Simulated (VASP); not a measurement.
# SiC (R3m) in VASP: a series of runs, part 2 of 2

VASP 6.6.1.

## Step 4: Single point, PBE

This run uses another cell than the first one, of 10.50 Å³/atom, 0.933 times its volume.

INCAR reads:

```
PREC = Accurate
ENCUT = 520
EDIFF = 1E-6
ISMEAR = 0
SIGMA = 0.05
LREAL = F
LASPH = T
NELM = 60
ALGO = Normal
ISIF = 2
LWAVE = F
LCHARG = T
GGA = PE
LELF = T
LVHAR = T
NBANDS = 11
```

KPOINTS reads:

```
regular mesh
0
Gamma
  12 12 12
```

POSCAR reads:

```
SiC
1.0
    0.0000000000      2.1781595809      2.1781595809
    2.1781595809      0.0000000000      2.1781595809
    2.2016837043      2.2016837043     -0.0235241235
Si C
1 1
Direct
    0.0000000000      0.0000000000      0.0000000000
    0.7500000000      0.7500000000      0.7500000000
```

Potentials or basis: VASP PAW PBE potentials, release 64 (Si, C).

The run is started by

```
> cat potpaw_PBE.64/Si/POTCAR potpaw_PBE.64/C/POTCAR > POTCAR
> mpirun -np 1 vasp_std > vasp.out
```

OUTCAR:

```text
PREC = Accurate
   ENCUT = 520
   EDIFF = 1E-6
   ISMEAR = 0
   LREAL = F
   LASPH = T
   NELM = 60
   ISIF = 2
   GGA = PE

 ion  position               nearest neighbor table
   1  0.000  0.000  0.000-   2 1.89   2 1.89   2 1.89   2 1.92
   2  0.750  0.750  0.750-   1 1.89   1 1.89   1 1.89   1 1.92

  LATTYP: Found a trigonal (rhomboedric) cell.
 ALAT       =     3.1137398177
 COS(alpha) =     0.5106554578

  Lattice vectors:

 A1 = (   2.2016837043,   0.0235241234,  -2.2016837044)
 A2 = (   0.0235241234,   2.2016837043,  -2.2016837044)
 A3 = (   2.2016837043,   2.2016837043,  -0.0235241235)

Analysis of symmetry for initial positions (statically):
=====================================================================
 Subroutine PRICEL returns:
 Original cell was already a primitive cell.

 Routine SETGRP: Setting up the symmetry group for a
 trigonal (rhombohedral) supercell.

 Subroutine GETGRP returns: Found  6 space group operations
 (whereof  6 operations were pure point group operations)
 out of a pool of 12 trial point group operations.

The static configuration has the point symmetry C_3v.

[... 164 lines left out ...]
 fundamental gap:      1.3357038230
 Fermi energy:         8.1994885487

 k-point     1 :       0.0000    0.0000    0.0000
  band No.  band energies     occupation
      1      -7.3471      2.00000
      2       7.8777      2.00000
      3       7.9709      2.00000
      4       7.9709      2.00000
      5      13.9117      0.00000
      6      14.9948      0.00000
      7      15.2676      0.00000
      8      15.2676      0.00000
      9      22.3628      0.00000
     10      22.3628      0.00000
     11      24.1884      0.00000
[... 309 lines left out ...]
 k-point    24 :      -0.4167    0.1667   -0.0000
  band No.  band energies     occupation
      1      -3.4715      2.00000
      2       0.0084      2.00000
      3       4.8630      2.00000
      4       6.3949      2.00000
      5      12.9622      0.00000
      6      15.4882      0.00000
      7      16.3379      0.00000
      8      19.0179      0.00000
      9      22.5613      0.00000
     10      23.1657      0.00000
     11      25.9835      0.00000

 [... further k-points ...]
[... 5 lines left out ...]
  --------------------------------------------------------------------------------------
  -------------------------------------------------------------------------------------
  Total        0.0042796      0.0042796      0.0042796     -0.3663270      0.3663270      0.3663270
  in kB        0.3264673      0.3264673      0.3264673    -27.9448162     27.9448162     27.9448162
  external PRESSURE =       0.3264673 kB  Pullay stress =       0.0000000 kB

 VOLUME and BASIS-vectors are now :
 -----------------------------------------------------------------------------
  energy-cutoff  :      520.00
  volume of cell :       21.00
      direct lattice vectors                 reciprocal lattice vectors
     0.000000000  2.178159581  2.178159581    -0.228331775  0.230771410  0.228331775
     2.178159581  0.000000000  2.178159581     0.230771410 -0.228331775  0.228331775
     2.201683704  2.201683704 -0.023524124     0.225892140  0.225892140 -0.225892140

 POSITION                                       TOTAL-FORCE (eV/Angst)
 -----------------------------------------------------------------------------------
      0.00000      0.00000      0.00000         0.073823      0.073823     -0.073823
      3.28488      3.28488      3.24960        -0.073823     -0.073823      0.073823
 -----------------------------------------------------------------------------------
    total drift:                               -0.000011     -0.000011      0.000011

  FREE ENERGIE OF THE ION-ELECTRON SYSTEM (eV)
  ---------------------------------------------------
  free  energy   TOTEN  =       -15.0550567464 eV

  energy  without entropy=      -15.0550567464  energy(sigma->0) =      -15.05505675
```

OSZICAR:

```text
N       E                     dE             d eps       ncg     rms          rms(c)
DAV:   1     0.412791407862E+01    0.41279E+01   -0.39987E+03  4278   0.618E+02
DAV:   2    -0.162355914951E+02   -0.20364E+02   -0.19457E+02  5276   0.111E+02
DAV:   3    -0.168684686007E+02   -0.63288E+00   -0.63169E+00  5094   0.164E+01
DAV:   4    -0.168709585081E+02   -0.24899E-02   -0.24897E-02  4722   0.131E+00
DAV:   5    -0.168709699198E+02   -0.11412E-04   -0.11412E-04  5075   0.823E-02    0.866E+00
DAV:   6    -0.151075535007E+02    0.17634E+01   -0.64718E+00  4677   0.113E+01    0.382E+00
DAV:   7    -0.150624603674E+02    0.45093E-01   -0.36724E-01  4989   0.348E+00    0.176E+00
DAV:   8    -0.150548358036E+02    0.76246E-02   -0.20103E-02  4692   0.943E-01    0.173E-01
DAV:   9    -0.150549416412E+02   -0.10584E-03   -0.16870E-03  5196   0.234E-01    0.112E-01
DAV:  10    -0.150550536326E+02   -0.11199E-03   -0.24726E-04  4626   0.953E-02    0.266E-02
DAV:  11    -0.150550564489E+02   -0.28163E-05   -0.43747E-05  5004   0.344E-02    0.716E-03
DAV:  12    -0.150550567464E+02   -0.29746E-06   -0.18529E-06  3616   0.841E-03
   1 F= -.15055057E+02 E0= -.15055057E+02  d E =-.272945E-13
```

stdout:

```text
POSCAR found type information on POSCAR SiC
 POSCAR found :  2 types and       2 ions
 scaLAPACK will be used
 LDA part: xc-table for (Slater+PW92), standard interpolation
 POSCAR, INCAR and KPOINTS ok, starting setup
 FFT: planning ... GRIDC
 FFT: planning ... GRID_SOFT
 FFT: planning ... GRID
 WAVECAR not read
 entering main loop
```

Wall time 46 s (1 thread of AMD EPYC 7R43 (Zen 3), shared host); peak memory 0.13 GiB.

Results:

```yaml
Free_energy: -15.0551 eV
Pressure: 0.0 GPa
Largest_force: 0.128 eV/Å
Band_gap_on_the_k_mesh: 1.34 eV, indirect (least direct gap 4.44 eV)
```

Forces in eV/Å, atoms in the order of the input:
```
Si   0.074  0.074 -0.074
C   -0.074 -0.074  0.074
```

A k mesh can miss the band edges. Expect the measured gap to be larger: semilocal functionals such as PBE lack the derivative discontinuity.

## Step 5: Single point, PBE

This run uses another cell than the first one, of 10.50 Å³/atom, 0.933 times its volume.

INCAR reads:

```
SYSTEM = SiC
  ALGO = Normal
  EDIFF = 1E-6
  ENCUT = 520
  GGA = PE
  ISIF = 2
  ISMEAR = 0
  LASPH = .True.
  LCHARG = .False.
  LREAL = .False.
  LWAVE = .False.
  NBANDS = 11
  NELM = 100
  PREC = Accurate
  SIGMA = 0.05
```

KPOINTS reads:

```
k-points
0
Gamma
  12 12 12
  0 0 0
```

POSCAR reads:

```
SiC
1.0
    0.0000000000      2.2134234056      2.2134234056
    2.2134234056      0.0000000000      2.2134234056
    2.1667939526      2.1667939526      0.0466294531
Si C
1 1
Direct
    0.0000000000      0.0000000000      0.0000000000
    0.7500000000      0.7500000000      0.7500000000
```

The run is started by

```
> cat potpaw_PBE.64/Si/POTCAR potpaw_PBE.64/C/POTCAR > POTCAR
> mpirun -np 1 vasp_std > vasp.out
```

Run time: 61 s. Hardware: 1 thread of AMD EPYC 7R43 (Zen 3), shared host; peak memory 0.13 GiB.

It converged, with:

```yaml
Free_energy: -15.0368 eV
Pressure: 0.3 GPa
Largest_force: 0.333 eV/Å
Band_gap_on_the_k_mesh: 1.25 eV, indirect (least direct gap 4.34 eV)
```

Forces on the atoms (eV/Å):
```
Si  -0.192 -0.192  0.192
C    0.192  0.192 -0.192
```

Stress tensor (GPa, compression positive):
```
 0.27  5.79 -5.79
 5.79  0.27 -5.79
-5.79 -5.79  0.27
```

Levels at points of the mesh, in eV from the valence-band top:
```
           k point  band 1  band 2  band 3  band 4  band 5  band 6  band 7  band 8  band 9
(0.00, 0.00, 0.00)  -15.40   -0.16   -0.16    0.00    5.77    6.86    6.86    7.79   14.32
(0.50, 0.00, 0.00)  -11.97   -8.58   -1.10   -1.08    5.32    6.92    7.40    9.92   15.82
(0.50, 0.50, 0.00)  -10.45   -7.85   -3.43   -3.09    1.25    4.19   13.59   13.76   14.60
(0.00, 0.00, 0.50)  -11.64   -8.50   -1.33   -1.33    4.74    6.80    6.80    9.71   15.97
```

A k mesh can miss the band edges.

## Step 6: Single point, PBE

This run uses another cell than the first one, of 10.50 Å³/atom, 0.933 times its volume.

INCAR reads:

```
SYSTEM = SiC
  PREC = Accurate
  ENCUT = 520
  EDIFF = 1E-7
  ISMEAR = 0
  SIGMA = 0.05
  LREAL = .False.
  LASPH = .True.
  NELM = 60
  ALGO = Normal
  ISIF = 2
  LWAVE = .False.
  LCHARG = .True.
  GGA = PE
  LELF = .True.
  LVHAR = .True.
  NBANDS = 11
```

KPOINTS reads:

```
Automatic mesh
0
Gamma
  12 12 12
  0 0 0
```

POSCAR reads:

```
SiC
1.0
    0.0000000000      2.2371610340      2.2371610340
    2.2371610340      0.0000000000      2.2371610340
    2.1445425672      2.1445425672      0.0926184668
Si C
1 1
Direct
    0.0000000000      0.0000000000      0.0000000000
    0.7500000000      0.7500000000      0.7500000000
```

Potentials or basis: VASP PAW PBE potentials, release 64 (Si, C).

The run is started by

```
> cat potpaw_PBE.64/Si/POTCAR potpaw_PBE.64/C/POTCAR > POTCAR
> mpirun -np 1 vasp_std > vasp.out
```

Wall time 61 s (1 thread of AMD EPYC 7R43 (Zen 3), shared host); peak memory 0.13 GiB.

It converged, with:

```yaml
Free_energy: -14.9630 eV
Pressure: 1.2 GPa
Largest_force: 0.780 eV/Å
Band_gap_on_the_k_mesh: 1.12 eV, indirect (least direct gap 4.09 eV)
```

Forces in eV/Å, atoms in the order of the input:
```
Si  -0.450 -0.450  0.450
C    0.450  0.450 -0.450
```

Stress tensor (GPa, compression positive):
```
  1.23  11.85 -11.85
 11.85   1.23 -11.85
-11.85 -11.85   1.23
```

Levels at points of the mesh, in eV from the valence-band top:
```
           k point  band 1  band 2  band 3  band 4  band 5  band 6  band 7  band 8  band 9
(0.00, 0.00, 0.00)  -15.48   -0.29   -0.29    0.00    5.37    6.56    6.56    8.57   14.28
(0.50, 0.00, 0.00)  -12.13   -8.67   -1.12   -1.08    5.33    6.72    7.68    9.93   15.62
(0.50, 0.50, 0.00)  -10.55   -7.92   -3.67   -2.98    1.12    4.19   13.22   13.64   14.74
(0.00, 0.00, 0.50)  -11.48   -8.51   -1.59   -1.59    4.23    6.46    6.46    9.46   15.94
```

## Step 7: The runs side by side

```tsv
cell	gap on the mesh (eV)	pressure (GPa)	largest force (eV/Å)
a = 3.103, b = 3.103, c = 3.241 Å, angles 61.4, 61.4, 60.0°, 2 atoms	1.25	-11.9	0.15
a = 3.114, b = 3.114, c = 3.081 Å, angles 59.6, 59.6, 60.0°, 2 atoms	1.31	0.0	0.15
a = 3.080, b = 3.080, c = 3.114 Å, angles 60.4, 60.4, 60.0°, 2 atoms	1.34	0.0	0.13
a = 3.130, b = 3.130, c = 3.065 Å, angles 59.3, 59.3, 60.0°, 2 atoms	1.25	0.3	0.33
a = 3.164, b = 3.164, c = 3.034 Å, angles 58.6, 58.6, 60.0°, 2 atoms	1.12	1.2	0.78
```

Alike in all rows: task single point; level PBE; potentials or basis VASP PAW PBE potentials, release 64 (Si, C); no spin polarisation; k mesh 12 × 12 × 12; cutoff (eV) 520; smearing gaussian 0.05 eV.

Absolute energies hang on the potentials; compare differences alone.
